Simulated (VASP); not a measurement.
# Be7S (P6/mmm) in VASP: a series of runs, part 2 of 2

VASP 6.6.1. The steps go on from the part before.

### Step 3. Relaxation of cell and atoms, PBE

This run uses another cell than the first one, of 9.59 Å³/atom.

INCAR

```
PREC     = Accurate       # precision mode
ENCUT    = 600            # plane-wave cutoff, eV
EDIFF    = 1E-7           # SCF threshold, eV
ISMEAR   = 0              # smearing method
SIGMA    = 0.2            # smearing width, eV
LREAL    = F              # projectors in reciprocal space
LASPH    = T              # aspherical terms in the spheres
NELM     = 120            # most SCF steps
ALGO     = Normal         # electronic algorithm
ISIF     = 3              # what is computed and relaxed
LWAVE    = F              # write WAVECAR
LCHARG   = F              # write CHGCAR
GGA      = PE             # functional
IBRION   = 2              # ionic algorithm
NSW      = 36             # ionic steps
EDIFFG   = -0.08          # ionic threshold
GGA_COMPAT= F            
NELMIN   = 4
```

KPOINTS

```
Automatic mesh
0
Gamma
  4 4 4
```

POSCAR

```
Be7S
1.0
    4.3216015100      0.0000000000      0.0000000000
   -2.1608007500      3.7426166900      0.0000000000
    0.0000000000      0.0000000000      4.7423346800
Be S
7 1
Direct
    0.5000000000      0.0000000000      0.7453063100
    0.0000000000      0.5000000000      0.7453063100
    0.5000000000      0.5000000000      0.7453063100
    0.0000000000      0.5000000000      0.2546936900
    0.5000000000      0.0000000000      0.2546936900
    0.5000000000      0.5000000000      0.2546936900
    0.0000000000      0.0000000000      0.0000000000
    0.0000000000      0.0000000000      0.5000000000
```

Potentials or basis: VASP PAW PBE potentials, release 64 (Be, S).

Command:

```
$ cat potpaw_PBE.64/Be/POTCAR potpaw_PBE.64/S/POTCAR > POTCAR
$ mpirun -np 1 vasp_std > vasp.out
```

Run time: 5.1 min. Hardware: 1 thread of Intel Xeon 8259CL, shared host; peak memory 0.22 GiB.

It converged, with:

```yaml
Free_energy: -26.7583 eV
Relaxed_volume: 10.53 Å³/atom
Relaxed_cell: a = 4.198 Å, b = 4.198 Å, c = 5.518 Å, α = 90.00°, β = 90.00°, γ = 120.00°
Space_group_after_relaxing_to_0.1_Å: P6/mmm (No. 191)
Energy_gained_by_relaxing: 103.1 meV/atom
Ionic_steps: 20
Pressure_after_relaxing: -0.5 GPa
Largest_force_after_relaxing: 0.047 eV/Å
Band_gap_on_the_k_mesh: 0.36 eV (least direct gap 0.44 eV)
```

Forces on the atoms (eV/Å):
```
Be   0.000  0.000  0.047
Be   0.000  0.000  0.047
Be   0.000  0.000  0.047
Be   0.000  0.000 -0.047
Be   0.000  0.000 -0.047
Be   0.000  0.000 -0.047
Be   0.000  0.000  0.000
S    0.000  0.000  0.000
```

Stress tensor (GPa, compression positive):
```
-0.92  0.00  0.00
 0.00 -0.92  0.00
 0.00  0.00  0.38
```

The path:
| step | energy change (eV) | largest force (eV/Å) | pressure (GPa) | volume (Å³) |
| --- | --- | --- | --- | --- |
| 1 | 0.0000 | 1.0263 | 2.04 | 76.70 |
| 2 | -0.2656 | 0.6499 | 0.28 | 78.07 |
| 3 | -0.4087 | 0.0968 | -1.21 | 79.80 |
| 4 | -0.4117 | 0.0102 | -1.37 | 80.08 |
| 5 | -0.4711 | 0.0386 | 0.78 | 79.11 |
| 6 | -0.5189 | 0.1892 | 3.72 | 77.83 |
| 7 | -0.5048 | 0.3459 | 9.53 | 75.09 |
| 8 | -0.5483 | 0.2633 | 5.93 | 76.82 |
| 9 | -0.5429 | 0.3086 | 7.89 | 75.87 |
| 10 | -0.5507 | 0.2855 | 6.91 | 76.34 |
| 11 | -0.5714 | 0.2975 | 6.91 | 76.50 |
| 12 | -0.6090 | 0.3346 | 6.97 | 76.95 |
| 13 | -0.5753 | 0.3796 | 7.67 | 77.74 |
| 14 | -0.6157 | 0.3537 | 7.10 | 77.18 |
| 15 | -0.6643 | 0.3356 | 5.85 | 78.16 |
| 16 | -0.7658 | 0.2766 | 2.38 | 81.15 |
| 17 | -0.7838 | 0.1517 | -3.28 | 87.35 |
| 18 | -0.8051 | 0.2035 | -1.08 | 84.69 |
| 19 | -0.8122 | 0.1688 | -0.94 | 84.57 |
| 20 | -0.8246 | 0.0467 | -0.49 | 84.21 |

Final structure:
```yaml
crystal:
  lattice:
    - [4.19773, 0.00000, 0.00000]
    - [-2.09886, 3.63534, 0.00000]
    - [0.00000, 0.00000, 5.51797]
  atoms:
    - { symbol: Be, position: [0.50000, 0.00000, 0.79775] }
    - { symbol: Be, position: [0.00000, 0.50000, 0.79775] }
    - { symbol: Be, position: [0.50000, 0.50000, 0.79775] }
    - { symbol: Be, position: [0.00000, 0.50000, 0.20225] }
    - { symbol: Be, position: [0.50000, 0.00000, 0.20225] }
    - { symbol: Be, position: [0.50000, 0.50000, 0.20225] }
    - { symbol: Be, position: [0.00000, 0.00000, 0.00000] }
    - { symbol: S, position: [0.00000, 0.00000, 0.50000] }
```

Levels at points of the mesh, in eV from the valence-band top:
| k point | band 7 | band 8 | band 9 | band 10 | band 11 | band 12 | band 13 | band 14 |
| --- | --- | --- | --- | --- | --- | --- | --- | --- |
| (0.00, 0.00, 0.00) | -1.50 | -0.24 | -0.03 | -0.03 | 0.93 | 1.41 | 1.41 | 2.22 |
| (0.50, 0.00, 0.00) | -2.90 | -2.76 | -1.10 | -0.59 | 1.06 | 1.48 | 2.98 | 3.54 |
| (0.00, 0.00, 0.50) | -2.51 | -1.98 | -1.98 | -0.82 | 0.91 | 2.43 | 2.43 | 3.39 |
| (0.50, 0.00, 0.50) | -2.54 | -2.52 | -0.84 | -0.31 | 0.76 | 0.81 | 4.57 | 4.85 |

Caveat: a cell axis changed by over 15 % at a fixed basis, so the end point is rough; the relaxation stopped at a loose force limit of 0.08 eV/Å, so its end isn't a converged minimum. A k mesh can miss the band edges.

### Step 4. Relaxation of cell and atoms, PBE

This run uses another cell than the first one, of 10.03 Å³/atom.

INCAR

```
SYSTEM = Be7S
PREC     = Accurate       ! precision mode
ENCUT    = 600            ! plane-wave cutoff, eV
EDIFF    = 1E-7           ! SCF threshold, eV
ISMEAR   = 0              ! smearing method
SIGMA    = 0.2            ! smearing width, eV
LREAL    = .FALSE.        ! projectors in reciprocal space
LASPH    = .TRUE.         ! aspherical terms in the spheres
NELM     = 120            ! most SCF steps
ALGO     = Normal         ! electronic algorithm
ISIF     = 3              ! what is computed and relaxed
LWAVE    = .FALSE.        ! write WAVECAR
LCHARG   = .FALSE.        ! write CHGCAR
GGA      = PE             ! functional
IBRION   = 2              ! ionic algorithm
NSW      = 36             ! ionic steps
EDIFFG   = -0.08          ! ionic threshold
GGA_COMPAT= .FALSE.      
NELMIN   = 4
```

KPOINTS

```
Automatic mesh
0
G
  4 4 4
  0 0 0
```

POSCAR

```
Be7S
1.0
    4.4828163200      0.0000000000      0.0000000000
   -2.2414081600      3.8822328100      0.0000000000
    0.0000000000      0.0000000000      4.6092300200
Be S
7 1
Direct
    0.5000000000      0.0000000000      0.5000000000
    0.0000000000      0.5000000000      0.5000000000
    0.5000000000      0.5000000000      0.5000000000
    0.3333333300      0.6666666700      0.6662895100
    0.6666666700      0.3333333300      0.6662895100
    0.6666666700      0.3333333300      0.3337104900
    0.3333333300      0.6666666700      0.3337104900
    0.0000000000      0.0000000000      0.5000000000
```

Command:

```
$ cat potpaw_PBE.64/Be/POTCAR potpaw_PBE.64/S/POTCAR > POTCAR
$ mpirun -np 1 vasp_std > vasp.out
```

Run time: 3 min. Hardware: 1 thread of Intel Xeon 8259CL, shared host; peak memory 0.22 GiB.

It converged, with:

| Item | Value |
| --- | --- |
| Free energy | -26.0312 eV |
| Relaxed volume | 11.82 Å³/atom |
| Relaxed cell | a = 4.334 Å, b = 4.334 Å, c = 5.813 Å, α = 90.00°, β = 90.00°, γ = 120.00° |
| Space group after relaxing (to 0.1 Å) | P6/mmm (No. 191) |
| Energy gained by relaxing | 3203.6 meV/atom |
| Ionic steps | 10 |
| Pressure after relaxing | 0.1 GPa |
| Largest force after relaxing | 0.033 eV/Å |
| Band gap on the k mesh | zero (bands 10 and 11 overlap by 0.88 eV) |

Forces on the atoms (eV/Å):
```
Be   0.000  0.000  0.000
Be   0.000  0.000  0.000
Be   0.000  0.000  0.000
Be   0.000  0.000 -0.033
Be   0.000  0.000 -0.033
Be   0.000  0.000  0.033
Be   0.000  0.000  0.033
S    0.000  0.000  0.000
```

Stress tensor (GPa, compression positive):
```
-0.04  0.00  0.00
 0.00 -0.04  0.00
 0.00  0.00  0.24
```

The path:
| step | energy change (eV) | largest force (eV/Å) | pressure (GPa) | volume (Å³) |
| --- | --- | --- | --- | --- |
| 1 | 0.0000 | 18.3217 | 92.09 | 80.22 |
| 2 | -17.8124 | 5.0367 | -9.48 | 167.37 |
| 3 | -22.5287 | 1.1456 | -7.56 | 123.73 |
| 4 | -22.5231 | 1.2586 | -7.13 | 122.73 |
| 5 | -23.9621 | 1.1512 | -6.43 | 112.89 |
| 6 | -24.8930 | 0.3653 | 12.16 | 84.09 |
| 7 | -25.5281 | 0.3879 | -1.98 | 97.81 |
| 8 | -25.6217 | 0.1970 | 0.26 | 94.38 |
| 9 | -25.6237 | 0.1576 | 0.78 | 93.71 |
| 10 | -25.6286 | 0.0333 | 0.05 | 94.55 |

Final structure:
```xyz
8
Lattice="4.3336 0.0000 0.0000 -2.1668 3.7530 0.0000 0.0000 0.0000 5.8132" Properties=species:S:1:pos:R:3 pbc="T T T"
Be    2.1668    0.0000    2.9066
Be   -1.0834    1.8765    2.9066
Be    1.0834    1.8765    2.9066
Be    0.0000    2.5020    4.8252
Be    2.1668    1.2510    4.8252
Be    2.1668    1.2510    0.9880
Be    0.0000    2.5020    0.9880
S     0.0000    0.0000    2.9066
```

Levels at points of the mesh, in eV from the Fermi level:
| k point | band 8 | band 9 | band 10 | band 11 | band 12 | band 13 |
| --- | --- | --- | --- | --- | --- | --- |
| (0.00, 0.00, 0.00) | -0.67 | -0.67 | -0.01 | 1.70 | 1.70 | 2.68 |
| (0.50, 0.00, 0.00) | -2.41 | -0.09 | 0.02 | 0.34 | 0.44 | 2.40 |
| (0.00, 0.00, 0.50) | -0.04 | -0.04 | 0.30 | 0.30 | 0.36 | 2.18 |
| (0.50, 0.00, 0.50) | -1.24 | -1.03 | -0.14 | 1.06 | 1.46 | 2.68 |

Caveat: the k points lie up to 0.42 Å⁻¹ apart in the final cell, too coarse for converged energies and pressures of a metal; the volume moved by over 15 % at a fixed basis, so the end points are rough; the relaxation stopped at a loose force limit of 0.08 eV/Å, so its end isn't a converged minimum.

### Step 5. Overview

| cell | gap on the mesh (eV) | pressure (GPa) | relaxed volume (Å³/atom) | largest force (eV/Å) |
| --- | --- | --- | --- | --- |
| relaxed from a = 4.286, b = 4.286, c = 4.589 Å, angles 90.0, 90.0, 120.0°, 8 atoms, atomic positions A | none | 0.0 | 15.28 | 0.02 |
| relaxed from a = 4.322, b = 4.322, c = 4.742 Å, angles 90.0, 90.0, 120.0°, 8 atoms, atomic positions B | 0.36 | -0.5 | 10.53 | 0.05 |
| relaxed from a = 4.483, b = 4.483, c = 4.609 Å, angles 90.0, 90.0, 120.0°, 8 atoms, atomic positions C | none | 0.1 | 11.82 | 0.03 |

Alike in all rows: task relaxation of cell and atoms; level PBE; potentials or basis VASP PAW PBE potentials, release 64 (Be, S); no spin polarisation; k mesh 4 × 4 × 4; cutoff (eV) 600; smearing gaussian 0.2 eV.

Caveats: some runs use coarse meshes; the volume moved by over 15 % at a fixed basis, so the end points are rough (at least some runs); the relaxation stopped at a loose force limit of 0.08 eV/Å, so its end isn't a converged minimum (at least some runs); a cell axis changed by over 15 % at a fixed basis, so the end point is rough (at least some runs).

Absolute energies hang on the potentials; compare differences alone.
